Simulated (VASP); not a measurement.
# HfO2 (Fm-3m) in VASP: settings compared, part 2 of 2

VASP 6.6.1.

## (3) Single point, RPBE

This run uses another cell than the first one, of 11.15 Å³/atom, 1.043 times its volume.

INCAR

```
  PREC = Accurate
  ENCUT = 520
  EDIFF = 1E-6
  ISMEAR = -1
  SIGMA = 0.05
  LREAL = F
  LASPH = T
  NELM = 80
  ALGO = Normal
  ISIF = 2
  LWAVE = F
  LCHARG = T
  GGA = RP
  LELF = T
  LVHAR = T
  NBANDS = 18
```

KPOINTS

```
regular mesh
0
Gamma
  9 9 9
```

POSCAR

```
HfO2
1.0
    0.0000000000      2.5575000000      2.5575000000
    2.5575000000      0.0000000000      2.5575000000
    2.5575000000      2.5575000000      0.0000000000
Hf O
1 2
Direct
    0.0000000000      0.0000000000      0.0000000000
    0.7500000000      0.7500000000      0.7500000000
    0.2500000000      0.2500000000      0.2500000000
```

Potentials or basis: VASP PAW PBE potentials, release 64 (Hf_pv, O).

On the command line:

```sh
cat potpaw_PBE.64/Hf_pv/POTCAR potpaw_PBE.64/O/POTCAR > POTCAR
mpirun -np 1 vasp_std > vasp.out
```

OUTCAR:

```text
PREC = Accurate
   ENCUT = 520
   EDIFF = 1E-6
   ISMEAR = -1
   LREAL = F
   LASPH = T
   NELM = 80
   ISIF = 2
   GGA = RP

 ion  position               nearest neighbor table
   1  0.000  0.000  0.000-   2 2.21   2 2.21   2 2.21   2 2.21   3 2.21   3 2.21   3 2.21   3 2.21

   2  0.750  0.750  0.750-   1 2.21   1 2.21   1 2.21   1 2.21
   3  0.250  0.250  0.250-   1 2.21   1 2.21   1 2.21   1 2.21

  LATTYP: Found a face centered cubic cell.
 ALAT       =     5.1150000000

  Lattice vectors:

 A1 = (   0.0000000000,   2.5575000000,   2.5575000000)
 A2 = (   2.5575000000,   0.0000000000,   2.5575000000)
 A3 = (   2.5575000000,   2.5575000000,   0.0000000000)

Analysis of symmetry for initial positions (statically):
=====================================================================
 Subroutine PRICEL returns:
 Original cell was already a primitive cell.

 Routine SETGRP: Setting up the symmetry group for a
 face centered cubic supercell.

 Subroutine GETGRP returns: Found 48 space group operations
[... 9 lines left out ...]

 Routine SETGRP: Setting up the symmetry group for a
 face centered cubic supercell.

 Subroutine GETGRP returns: Found 48 space group operations
[... 11 lines left out ...]
                                     Primitive cell

  volume of cell :      33.4562

  direct lattice vectors                    reciprocal lattice vectors
     0.000000000  2.557500000  2.557500000    -0.195503421  0.195503421  0.195503421
     2.557500000  0.000000000  2.557500000     0.195503421 -0.195503421  0.195503421
     2.557500000  2.557500000  0.000000000     0.195503421  0.195503421 -0.195503421

  length of vectors
     3.616851186  3.616851186  3.616851186     0.338621859  0.338621859  0.338621859

  position of ions in fractional coordinates (direct lattice)
     0.000000000  0.000000000  0.000000000
     0.750000000  0.750000000  0.750000000
     0.250000000  0.250000000  0.250000000

  ion indices of the primitive-cell ions
   primitive index   ion index
                 1           1
                 2           2
                 3           3

----------------------------------------------------------------------------------------

 KPOINTS: regular mesh

Automatic generation of k-mesh.
 Grid dimensions read from file:
 generate k-points for:    9    9    9

 Generating k-lattice:

  Cartesian coordinates                     Fractional coordinates (reciprocal lattice)
    -0.021722602  0.021722602  0.021722602     0.111111111  0.000000000  0.000000000
     0.021722602 -0.021722602  0.021722602     0.000000000  0.111111111  0.000000000
     0.021722602  0.021722602 -0.021722602     0.000000000  0.000000000  0.111111111

  Length of vectors
     0.037624651  0.037624651  0.037624651

  Shift w.r.t. Gamma in fractional coordinates (k-lattice)
     0.000000000  0.000000000  0.000000000

 Subroutine IBZKPT returns following result:
 ===========================================

 Found     35 irreducible k-points:

 Following reciprocal coordinates:
            Coordinates               Weight
  0.000000  0.000000  0.000000      1.000000
  0.111111  0.000000  0.000000      8.000000
  0.222222  0.000000  0.000000      8.000000
  0.333333  0.000000  0.000000      8.000000
  0.444444  0.000000  0.000000      8.000000
  0.111111  0.111111  0.000000      6.000000
[... 16 lines left out ...]
 -0.333333  0.333333  0.000000     12.000000
  0.444444  0.444444  0.000000      6.000000
 [... further k-points ...]
   k-points           NKPTS =     35   k-points in BZ     NKDIM =     35   number of bands    NBANDS=     18
   number of dos      NEDOS =    301   number of ions     NIONS =      3
   total plane-waves  NPLWV =  21952
   dimension x,y,z NGX =    28 NGY =   28 NGZ =   28
   dimension x,y,z NGXF=    56 NGYF=   56 NGZF=   56
   ions per type =               1   2
   NGX,Y,Z   is equivalent  to a cutoff of  12.87, 12.87, 12.87 a.u.
   NGXF,Y,Z  is equivalent  to a cutoff of  25.74, 25.74, 25.74 a.u.
 SYSTEM =  unknown system
   PREC   = accura    normal or accurate (medium, high low for compatibility)
   ISTART =      0    job   : 0-new  1-cont  2-samecut
   ICHARG =      2    charge: 1-file 2-atom 10-const
   ISPIN  =      1    spin polarized calculation?
   LNONCOLLINEAR =      F non collinear calculations
   LSORBIT =      F    spin-orbit coupling
   LASPH  =      T    aspherical Exc in radial PAW
   ENCUT  =  520.0 eV  38.22 Ry    6.18 a.u.   6.72  6.72  6.72*2*pi/ulx,y,z
   NELM   =     80;   NELMIN=  2; NELMDL= -5     # of ELM steps
   EDIFF  = 0.1E-05   stopping-criterion for ELM
   LREAL  =      F    real-space projection
   EDIFFG = 0.1E-04   stopping-criterion for IOM
   NSW    =      0    number of steps for IOM
   IBRION =     -1    ionic relax: 0-MD 1-quasi-New 2-CG
   NFREE  =      0    steps in history (QN), initial steepest desc. (CG)
   ISIF   =      2    stress and relaxation
   ISYM   =      2    0-nonsym 1-usesym 2-fastsym
   POTIM  = 0.5000    time-step for ionic-motion
   TEBEG  =    0.0;   TEEND  =   0.0 temperature during run
   PSTRESS=    0.0 pullay stress
   NELECT =      22.0000    total number of electrons
   NUPDOWN=      -1.0000    fix difference up-down
   EMIN   =  10.00;   EMAX   =-10.00  energy-range for DOS
   EFERMI =   0.00;   METHOD = LEGACY
   ISMEAR =    -1;   SIGMA  =   0.05  broadening in eV -4-tet -1-fermi 0-gaus
   EFERMI_NEDOS =   21; number of points for ismear=-14 and -15
   IALGO  =     38    algorithm
   IMIX   =      4    mixing-type and parameters
     AMIX     =   0.40;   BMIX     =  1.00
     AMIX_MAG =   1.60;   BMIX_MAG =  1.00
  volume/ion in A,a.u.               =      11.15        75.26
  Fermi-wavevector in a.u.,A,eV,Ry     =   1.423607  2.690227 27.574337  2.026657
  Thomas-Fermi vector in A             =   2.544186
   LORBIT       =      0    0 simple, 1 ext, 2 COOP (PROOUT), +10 PAW based schemes
   GGA     = RP    functional components
   LHFCALC =     F    Hartree Fock is set to
   AEXX    =    0.0000 exact exchange contribution
   IVDW    =     0    specifies the selected vdW correction
   LEPSILON=     F    determine dielectric tensor
   LRPA    =     F    only Hartree local field effects (RPA)
 non-spin polarized calculation
  energy-cutoff  :      520.00
  volume of cell :       33.46
 maximum number of plane-waves:       914
   NGX = 13   NGY = 13   NGZ = 13

 number of electron      21.9999993 magnetization

 Free energy of the ion-electron system (eV)
  ---------------------------------------------------
  ext. energy  EPLUGINS =         0.00000000
  ---------------------------------------------------
  free energy    TOTEN  =       -28.90591805 eV

  energy without entropy =      -28.90591805  energy(sigma->0) =      -28.90591805

 E-fermi :   5.2355     XC(G=0): -11.4938

 val. band max:        4.1505500701   @ k =  -0.4444   0.4444   0.0000
 cond. band min:       8.0904135285   @ k =   0.0000   0.0000   0.0000
 fundamental gap:      3.9398634585
 Fermi energy:         5.2355049326

 k-point     1 :       0.0000    0.0000    0.0000
  band No.  band energies     occupation
      1     -25.6717      2.00000
      2     -25.6717      2.00000
      3     -25.6717      2.00000
      4     -14.4421      2.00000
      5     -11.5808      2.00000
      6      -0.9665      2.00000
[... 10 lines left out ...]
     17      14.3032      0.00000
     18      17.5964      0.00000

 k-point     2 :       0.1111    0.0000    0.0000
  band No.  band energies     occupation
      1     -25.7184      2.00000
      2     -25.6768      2.00000
      3     -25.6768      2.00000
      4     -14.2886      2.00000
      5     -11.7070      2.00000
      6      -0.8508      2.00000
[... 10 lines left out ...]
     17      14.1022      0.00000
     18      17.5893      0.00000

 k-point     3 :       0.2222    0.0000    0.0000
  band No.  band energies     occupation
      1     -25.8333      2.00000
      2     -25.6898      2.00000
      3     -25.6898      2.00000
      4     -13.9018      2.00000
      5     -11.9885      2.00000
      6      -0.5498      2.00000
[... 412 lines left out ...]
 k-point    23 :      -0.3333    0.3333    0.0000
  band No.  band energies     occupation
      1     -25.9390      2.00000
      2     -25.9137      2.00000
      3     -25.7448      2.00000
      4     -12.7811      2.00000
      5     -12.5274      2.00000
      6      -1.0360      2.00000
[... 10 lines left out ...]
     17      16.1858      0.00000
     18      17.4618      0.00000

 k-point    24 :       0.4444    0.4444    0.0000
  band No.  band energies     occupation
      1     -26.0595      2.00000
      2     -25.7759      2.00000
      3     -25.7759      2.00000
      4     -12.7476      2.00000
      5     -12.5236      2.00000
      6      -1.9143      2.00000
[... 10 lines left out ...]
     17      16.1275      0.00000
     18      17.5844      0.00000

 [... further k-points ...]
[... 5 lines left out ...]
  --------------------------------------------------------------------------------------
  -------------------------------------------------------------------------------------
  Total       -0.2335597     -0.2335597     -0.2335597      0.0000000      0.0000000     -0.0000000
  in kB      -11.1848880    -11.1848880    -11.1848880      0.0000000      0.0000000     -0.0000000
  external PRESSURE =     -11.1848880 kB  Pullay stress =       0.0000000 kB

 VOLUME and BASIS-vectors are now :
 -----------------------------------------------------------------------------
  energy-cutoff  :      520.00
  volume of cell :       33.46
      direct lattice vectors                 reciprocal lattice vectors
     0.000000000  2.557500000  2.557500000    -0.195503421  0.195503421  0.195503421
     2.557500000  0.000000000  2.557500000     0.195503421 -0.195503421  0.195503421
     2.557500000  2.557500000  0.000000000     0.195503421  0.195503421 -0.195503421

 POSITION                                       TOTAL-FORCE (eV/Angst)
 -----------------------------------------------------------------------------------
      0.00000      0.00000      0.00000         0.000000      0.000000     -0.000000
      3.83625      3.83625      3.83625        -0.000000     -0.000000     -0.000000
      1.27875      1.27875      1.27875         0.000000      0.000000      0.000000
 -----------------------------------------------------------------------------------
    total drift:                                0.000000      0.000000      0.000000

  FREE ENERGIE OF THE ION-ELECTRON SYSTEM (eV)
  ---------------------------------------------------
  free  energy   TOTEN  =       -28.9059180473 eV

  energy  without entropy=      -28.9059180473  energy(sigma->0) =      -28.90591805
```

It took 28 s on 1 thread of Intel Xeon 8259CL, shared host; peak memory 0.17 GiB.

What came out:

```
Free energy            : -28.9059 eV
Pressure               : -1.1 GPa
Band gap on the k mesh : 3.94 eV, indirect (least direct gap 4.05 eV)
```

Caveat: the PAW data sets were made with another functional, which shifts forces and pressure a little; spin-orbit coupling is left out, which moves the levels of the heavy elements. A k mesh can miss the band edges.

## (4) Single point, RPBE

This run uses another cell than the first one, of 11.27 Å³/atom, 1.054 times its volume.

INCAR

```
PREC = Accurate ; ENCUT = 520
EDIFF = 1E-7 ; ISMEAR = -1
SIGMA = 0.05 ; LREAL = F
LASPH = T ; NELM = 60
ALGO = Normal ; ISIF = 2
LWAVE = F ; LCHARG = F
GGA = RP ; NBANDS = 18
```

KPOINTS is that of step 3.

POSCAR

```
HfO2
1.0
    0.0000000000      2.5666776790      2.5666776790
    2.5666776790      0.0000000000      2.5666776790
    2.5666776790      2.5666776790      0.0000000000
Hf O
1 2
Direct
    0.0000000000      0.0000000000      0.0000000000
    0.7500000000      0.7500000000      0.7500000000
    0.2500000000      0.2500000000      0.2500000000
```

On the command line:

```sh
cat potpaw_PBE.64/Hf_pv/POTCAR potpaw_PBE.64/O/POTCAR > POTCAR
mpirun -np 1 vasp_std > vasp.out
```

Run time: 27 s. Hardware: 1 thread of Intel Xeon 8259CL, shared host; peak memory 0.17 GiB.

The run converged. Its results:

- Free energy: -28.9012 eV
- Pressure: -3.5 GPa
- Band gap on the k mesh: 3.91 eV, indirect (least direct gap 4.02 eV)

Levels at points of the mesh, in eV from the valence-band top:
```
           k point  band 9  band 10  band 11  band 12  band 13  band 14
(0.00, 0.00, 0.00)   -0.54    -0.54    -0.54     3.91     3.91     5.75
```

Caveat: the PAW data sets were made with another functional, which shifts forces and pressure a little; spin-orbit coupling is left out, which moves the levels of the heavy elements. A k mesh can miss the band edges.

## (5) Overview

```tsv
level	cell	gap on the mesh (eV)	pressure (GPa)
PBEsol	a = 3.567 Å, angles 60.0°, 3 atoms	3.83	-3.7
RPBE	a = 3.617 Å, angles 60.0°, 3 atoms	3.94	-1.1
RPBE	a = 3.630 Å, angles 60.0°, 3 atoms	3.91	-3.5
```

Alike in all rows: task single point; potentials or basis VASP PAW PBE potentials, release 64 (Hf_pv, O); no spin polarisation; k mesh 9 × 9 × 9; cutoff (eV) 520; smearing fermi-dirac 0.05 eV.

Caveats: the PAW data sets were made with another functional, which shifts forces and pressure a little; spin-orbit coupling is left out, which moves the levels of the heavy elements.

Total energies depend on the potentials used, so only differences within one code and one set of settings carry meaning.
